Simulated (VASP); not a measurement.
CuPd, 2 atoms in the cell. It takes space group R-3m (No. 166, trigonal). The conventional cell has a = 2.762 Å, b = 2.762 Å, c = 12.905 Å, α = 90.00°, β = 90.00°, γ = 120.00°. Within 3.5 Å of Cu (site symmetry -3m) lie 6 Pd at 2.68 Å and 6 Cu at 2.76 Å. Within 3.5 Å of Pd (site symmetry -3m) lie 6 Cu at 2.68 Å and 6 Pd at 2.76 Å. 

```yaml
Program: VASP 6.6.1
Task: single point
Functional: PBEsol
Potentials_or_basis: VASP PAW PBE potentials, release 64 (Cu, Pd)
Cutoff: 520 eV
k_mesh: 12 × 12 × 12
Occupations: methfessel-paxton, width 0.1 eV
Spin: no spin polarisation
Dipole_correction: no
Further_INCAR_settings: ALGO = Normal; EDIFF = 1e-06; NBANDS = 18
```

Potentials or basis: VASP PAW PBE potentials, release 64 (Cu, Pd).

Run with:

```bash
$ cat potpaw_PBE.64/Cu/POTCAR potpaw_PBE.64/Pd/POTCAR > POTCAR
$ mpirun -np 1 vasp_std > vasp.out
```

Hardware: 1 thread of AMD EPYC 9R14 (Zen 4) (shared host).

Q: How long does it take, and how much memory?

A: Run time: 3.1 min on 1 thread of AMD EPYC 9R14 (Zen 4), on a shared host, peak memory 0.25 GiB. Counts: scf iterations 15, k points 189.
